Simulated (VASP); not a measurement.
# LiF (Fm-3m) in VASP: a series of runs, part 2 of 3

VASP 6.6.1.

### 3 Elastic constants, PBEsol

This run uses another cell than the first one, of 7.94 Å³/atom.

INCAR

```
ALGO = Normal
EDIFF = 1E-8
ENCUT = 600
GGA = PS
IBRION = 6
ISIF = 3
ISMEAR = 0
LASPH = True
LCHARG = True
LREAL = False
LWAVE = False
NELM = 80
NFREE = 2
NSW = 1
POTIM = 0.015
PREC = Accurate
SIGMA = 0.01
```

KPOINTS

```
k-points
0
Gamma
  10 10 10
```

POSCAR

```
LiF
1.0
    0.0000000000      1.9949551523      1.9949551523
    1.9949551523      0.0000000000      1.9949551523
    1.9949551523      1.9949551523      0.0000000000
Li F
1 1
Direct
    0.0000000000      0.0000000000      0.0000000000
    0.5000000000      0.5000000000      0.5000000000
```

Potentials or basis: VASP PAW PBE potentials, release 64 (Li_sv, F).

On the command line:

```console
> cat potpaw_PBE.64/Li_sv/POTCAR potpaw_PBE.64/F/POTCAR > POTCAR
> mpirun -np 1 vasp_std > vasp.out
```

OUTCAR:

```text
EDIFF = 1E-8
   ENCUT = 600
   GGA = PS
   IBRION = 6
   ISIF = 3
   ISMEAR = 0
   LASPH = True
   LREAL = False
   NELM = 80
   NFREE = 2
   NSW = 1
   POTIM = 0.015
   PREC = Accurate

 ion  position               nearest neighbor table
   1  0.000  0.000  0.000-   2 1.99   2 1.99   2 1.99   2 1.99   2 1.99   2 1.99
   2  0.500  0.500  0.500-   1 1.99   1 1.99   1 1.99   1 1.99   1 1.99   1 1.99

  LATTYP: Found a face centered cubic cell.
 ALAT       =     3.9899103046

  Lattice vectors:

 A1 = (   0.0000000000,   1.9949551523,   1.9949551523)
 A2 = (   1.9949551523,   0.0000000000,   1.9949551523)
 A3 = (   1.9949551523,   1.9949551523,   0.0000000000)

Analysis of symmetry for initial positions (statically):
=====================================================================
 Subroutine PRICEL returns:
 Original cell was already a primitive cell.

 Routine SETGRP: Setting up the symmetry group for a
 face centered cubic supercell.

 Subroutine GETGRP returns: Found 48 space group operations
 (whereof 48 operations were pure point group operations)
 out of a pool of 48 trial point group operations.

The static configuration has the point symmetry O_h .

Analysis of symmetry for dynamics (positions and initial velocities):
=====================================================================
 Subroutine PRICEL returns:
 Original cell was already a primitive cell.

 Routine SETGRP: Setting up the symmetry group for a
 face centered cubic supercell.

 Subroutine GETGRP returns: Found 48 space group operations
 (whereof 48 operations were pure point group operations)
 out of a pool of 48 trial point group operations.

The dynamic configuration has the point symmetry O_h .

 Subroutine INISYM returns: Found 48 space group operations
 (whereof 48 operations are pure point group operations),
 and found     1 'primitive' translations

----------------------------------------------------------------------------------------

                                     Primitive cell

  volume of cell :      15.8792

  direct lattice vectors                    reciprocal lattice vectors
     0.000000000  1.994955152  1.994955152    -0.250632201  0.250632201  0.250632201
     1.994955152  0.000000000  1.994955152     0.250632201 -0.250632201  0.250632201
     1.994955152  1.994955152  0.000000000     0.250632201  0.250632201 -0.250632201

  length of vectors
     2.821292633  2.821292633  2.821292633     0.434107706  0.434107706  0.434107706

[... 242 lines left out ...]

------------------------ aborting loop because EDIFF is reached ----------------------------------------
[... 67 lines left out ...]
--------------------------------------- Ionic step       17  -------------------------------------------

 number of electron       9.9999997 magnetization

 Free energy of the ion-electron system (eV)
  ---------------------------------------------------
  ext. energy  EPLUGINS =         0.00000000
  ---------------------------------------------------
  free energy    TOTEN  =        -9.85410883 eV

  energy without entropy =       -9.85410883  energy(sigma->0) =       -9.85410883

 E-fermi :  -0.8310     XC(G=0): -10.3457

 val. band max:       -0.9366475747   @ k =   0.0000   0.0000   0.0000
 cond. band min:       8.2350245785   @ k =   0.0000   0.0000   0.0000
 fundamental gap:      9.1716721532
 Fermi energy:        -0.8309707922

 k-point     1 :       0.0000    0.0000    0.0000
  band No.  band energies     occupation
      1     -41.0807      2.00000
      2     -20.8804      2.00000
      3      -0.9371      2.00000
      4      -0.9366      2.00000
      5      -0.9366      2.00000
      6       8.2350      0.00000
      7      23.2154      0.00000
      8      23.2154      0.00000
      9      23.2588      0.00000
[... 265 lines left out ...]
 k-point    24 :       0.4000    0.3000    0.0000
  band No.  band energies     occupation
      1     -41.0067      2.00000
      2     -20.3131      2.00000
      3      -3.3888      2.00000
      4      -1.8616      2.00000
      5      -1.7426      2.00000
      6      12.2412      0.00000
      7      15.7724      0.00000
      8      17.7660      0.00000
      9      19.3822      0.00000

 [... further k-points ...]

------------------------ aborting loop because EDIFF is reached ----------------------------------------

  FORCE on cell =-STRESS in cart. coord.  units (eV):
  Direction    XX          YY          ZZ          XY          YZ          ZX
  --------------------------------------------------------------------------------------
  -------------------------------------------------------------------------------------
  Total        0.0522642      0.0484772      0.0484772     -0.0000000     -0.0000000     -0.0000000
  in kB        5.2733404      4.8912418      4.8912418     -0.0000000     -0.0000000     -0.0000000
  external PRESSURE =       5.0186080 kB  Pullay stress =       0.0000000 kB
[... 17 lines left out ...]
  FREE ENERGIE OF THE ION-ELECTRON SYSTEM (eV)
  ---------------------------------------------------
  free  energy   TOTEN  =        -9.8541088342 eV

  energy  without entropy=       -9.8541088342  energy(sigma->0) =       -9.85410883

 INTERNAL STRAIN TENSORS FROM STRAINED CELLS
 ============================================

 INTERNAL STRAIN TENSOR FOR ION    1 for displacements in x,y,z  (eV/Angst):
          X           Y           Z          XY          YZ          ZX
  --------------------------------------------------------------------------------
  x     0.00000    -0.00000    -0.00000     0.00000     0.00000    -0.00000
  y     0.00000    -0.00000     0.00000     0.00000     0.00000     0.00000
  z    -0.00000     0.00000    -0.00000     0.00000     0.00000    -0.00000

 INTERNAL STRAIN TENSORS FROM DISPLACED ATOMS
 ============================================

 INTERNAL STRAIN TENSOR FOR ION    1 for displacements in x,y,z  (eV/Angst):
          X           Y           Z          XY          YZ          ZX
  --------------------------------------------------------------------------------
  x     0.00000     0.00000     0.00000     0.00000     0.00000     0.00000
  y     0.00000     0.00000     0.00000     0.00000     0.00000     0.00000
  z     0.00000     0.00000     0.00000     0.00000     0.00000     0.00000

 INTERNAL STRAIN TENSOR FOR ION    2 for displacements in x,y,z  (eV/Angst):
          X           Y           Z          XY          YZ          ZX
  --------------------------------------------------------------------------------
  x     0.00000     0.00000     0.00000     0.00000     0.00000     0.00000
  y     0.00000     0.00000     0.00000     0.00000     0.00000     0.00000
  z     0.00000     0.00000     0.00000     0.00000     0.00000     0.00000

 Eigenvectors and eigenvalues of the dynamical matrix
 ----------------------------------------------------

   1 f  =    9.643073 THz    60.589216 2PiTHz  321.658301 cm-1    39.880529 meV
             X         Y         Z           dx          dy          dz
      0.000000  0.000000  0.000000    -0.854443    0.000000    0.000000
      1.994955  1.994955  1.994955     0.519545    0.000000    0.000000
[... 21 lines left out ...]
   6 f/i=    0.004285 THz     0.026921 2PiTHz    0.142919 cm-1     0.017720 meV
             X         Y         Z           dx          dy          dz
      0.000000  0.000000  0.000000     0.000000    0.000000   -0.519545
      1.994955  1.994955  1.994955     0.000000    0.000000   -0.854443

--------------------------------------------------------------------------------------------------------

 ELASTIC MODULI CONTR FROM IONIC RELAXATION (kBar)
 Direction    XX          YY          ZZ          XY          YZ          ZX
 --------------------------------------------------------------------------------
 XX           0.0000      0.0000      0.0000      0.0000      0.0000      0.0000
 YY           0.0000      0.0000      0.0000      0.0000      0.0000      0.0000
 ZZ           0.0000      0.0000      0.0000      0.0000      0.0000      0.0000
 XY           0.0000      0.0000      0.0000      0.0000      0.0000      0.0000
 YZ           0.0000      0.0000      0.0000      0.0000      0.0000      0.0000
 ZX           0.0000      0.0000      0.0000      0.0000      0.0000      0.0000
 --------------------------------------------------------------------------------

 TOTAL ELASTIC MODULI (kBar)
 Direction    XX          YY          ZZ          XY          YZ          ZX
 --------------------------------------------------------------------------------
 XX        1353.1038    442.2822    442.2822      0.0000     -0.0000      0.0000
 YY         442.2822   1353.1038    442.2822     -0.0000     -0.0000      0.0000
 ZZ         442.2822    442.2822   1353.1038      0.0000     -0.0000     -0.0000
 XY           0.0000     -0.0000      0.0000    621.0596      0.0000      0.0000
 YZ          -0.0000     -0.0000     -0.0000      0.0000    621.0596      0.0000
 ZX           0.0000      0.0000     -0.0000      0.0000      0.0000    621.0596
 --------------------------------------------------------------------------------
```

OSZICAR:

```text
N       E                     dE             d eps       ncg     rms          rms(c)
DAV:   1     0.367871842403E+02    0.36787E+02   -0.62681E+03   878   0.125E+03
DAV:   2    -0.911221641156E+01   -0.45899E+02   -0.44910E+02   955   0.220E+02
DAV:   3    -0.102628445420E+02   -0.11506E+01   -0.11470E+01  1079   0.343E+01
[... 185 lines left out ...]
DAV:   5    -0.985410903508E+01   -0.36972E-05   -0.26024E-05  1953   0.539E-02    0.940E-03
DAV:   6    -0.985410887020E+01    0.16488E-06   -0.16412E-06  2100   0.199E-02    0.146E-03
DAV:   7    -0.985410884988E+01    0.20328E-07   -0.47596E-07  2240   0.710E-03    0.695E-04
DAV:   8    -0.985410883609E+01    0.13788E-07   -0.12907E-08  1950   0.154E-03    0.178E-04
DAV:   9    -0.985410883420E+01    0.18933E-08   -0.23126E-09  1025   0.654E-04
  17 F= -.98541088E+01 E0= -.98541088E+01  d E =-.432899E-53
```

stdout:

```text
POSCAR found type information on POSCAR LiF
 POSCAR found :  2 types and       2 ions
 scaLAPACK will be used
 -----------------------------------------------------------------------------
|                                                                             |
|                                                                             |
|     You enforced a specific xc type in the INCAR file but a different       |
|     I HOPE YOU KNOW WHAT YOU ARE DOING!                                     |
[... 32 lines left out ...]
 Finite differences progress:
 bond charge predicted
 Finite differences progress:
 bond charge predicted
 Finite differences progress:
 bond charge predicted
 Finite differences progress:
 bond charge predicted
 Finite differences progress:
 bond charge predicted
 Finite differences progress:
 bond charge predicted
 Finite differences progress:
```

Run time: 3.4 min. Hardware: 1 thread of Intel Xeon Platinum 8488C (Sapphire Rapids), shared host; peak memory 0.21 GiB.

Results:

| Quantity | Value |
| --- | --- |
| Elastic constants C11, C12, C44 | 135, 44, 62 GPa |
| Voigt bulk modulus | 75 GPa |
| Highest phonon frequency at Γ, LO-TO splitting left out | 322 cm⁻¹ |

Phonon frequencies in cm⁻¹ (negative: imaginary):
```csv
q point,frequencies
"(0.000, 0.000, 0.000)",0 0 0 322 322 322
```

Elastic tensor in Voigt notation (GPa, in the Cartesian axes of the cell as first typed):
```
135  44  44   0   0   0
 44 135  44   0   0   0
 44  44 135   0   0   0
  0   0   0  62   0   0
  0   0   0   0  62   0
  0   0   0   0   0  62
```

Clamped-ion elastic tensor (GPa):
```
135  44  44   0   0   0
 44 135  44   0   0   0
 44  44 135   0   0   0
  0   0   0  62   0   0
  0   0   0   0  62   0
  0   0   0   0   0  62
```

Caveat: the cutoff is under 1.25 times the usual one of these potentials, so pressure, stress and relaxed cells hold a basis-set (Pulay) error; the PAW data sets were made with another functional, which shifts forces and pressure a little.

(Part 2 of 3 ends here.)
